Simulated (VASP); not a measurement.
BaHf3O2:

```
Ba Hf O
1.0
     5.58570    0.00000    0.00000
    -2.79285    4.83736    0.00000
     0.00000    0.00000    3.92323
Ba Hf O
1 3 2
Direct
  0.00000 0.00000 0.88881
  0.50000 0.50000 0.45952
  0.50000 0.00000 0.45952
  0.00000 0.50000 0.45952
  0.66667 0.33333 0.96314
  0.33333 0.66667 0.96314
```

The cell was generated, and may not be a known phase.

| Item | Value |
| --- | --- |
| Program | VASP 6.6.1 |
| Task | relaxation of cell and atoms |
| Functional | PBE |
| Potentials or basis | VASP PAW PBE potentials, release 64 (Ba_sv, Hf_pv, O) |
| Cutoff | 600 eV |
| k mesh | 6 × 6 × 4 |
| Occupations | gaussian, width 0.1 eV |
| Spin | no spin polarisation |

At the start: pressure 2.7 GPa; volume 17.67 Å³/atom.

Problem. How do energy, volume and symmetry change on relaxing?

Solution. Over 24 steps the energy falls by 378.9 meV/atom and the volume is 17.83 Å³/atom (+0.9 %); space group P6mm (No. 183, to 0.1 Å) before, P6/mmm (No. 191, to 0.1 Å).

The path:
```
step  energy change (eV)  largest force (eV/Å)  pressure (GPa)  volume (Å³)
   1              0.0000                1.6820            2.69       106.01
   2             -0.4706                0.7797           -1.49       110.42
   3             -0.8219                0.1886           -4.30       114.56
   4             -1.2407                0.1637           -9.67       121.85
   5             -1.5498                0.2486           -9.06       119.31
   6             -1.9390                0.6382           -1.72       110.62
   7             -2.0154                0.4325           -6.68       115.17
   8             -2.0553                0.5701           -3.59       112.09
   9             -2.0792                0.5047           -5.16       113.55
  10             -2.1697                0.4964           -3.25       110.71
  11             -2.2072                0.4783           -1.04       107.77
  12             -2.2076                0.4748           -0.77       107.45
  13             -2.2263                0.4748           -0.11       106.86
  14             -2.2392                0.4342            1.00       105.91
  15             -2.2511                0.3617            0.39       106.56
  16             -2.2598                0.2311           -0.59       107.67
  17             -2.2674                0.1566           -0.29       107.28
  18             -2.2713                0.0664            0.14       106.76
  19             -2.2713                0.0677            0.14       106.74
  20             -2.2720                0.0599           -0.03       106.92
  21             -2.2722                0.0442           -0.46       107.30
  22             -2.2723                0.0497           -0.30       107.16
  23             -2.2727                0.0452           -0.27       107.11
  24             -2.2736                0.0308           -0.14       106.97
```

Final structure:
```yaml
crystal:
  lattice:
    - [6.47734, 0.00000, 0.00000]
    - [-3.23867, 5.60954, 0.00000]
    - [0.00000, 0.00000, 2.94411]
  atoms:
    - { symbol: Ba, position: [0.00000, 0.00000, 0.95082] }
    - { symbol: Hf, position: [0.50000, 0.50000, 0.45060] }
    - { symbol: Hf, position: [0.50000, 0.00000, 0.45060] }
    - { symbol: Hf, position: [0.00000, 0.50000, 0.45060] }
    - { symbol: O, position: [0.66667, 0.33333, 0.94551] }
    - { symbol: O, position: [0.33333, 0.66667, 0.94551] }
```

Caveat: the k points lie up to 0.53 Å⁻¹ apart in the final cell, too coarse for converged energies and pressures of a metal; a cell axis changed by over 15 % at a fixed basis, so the end point is rough.
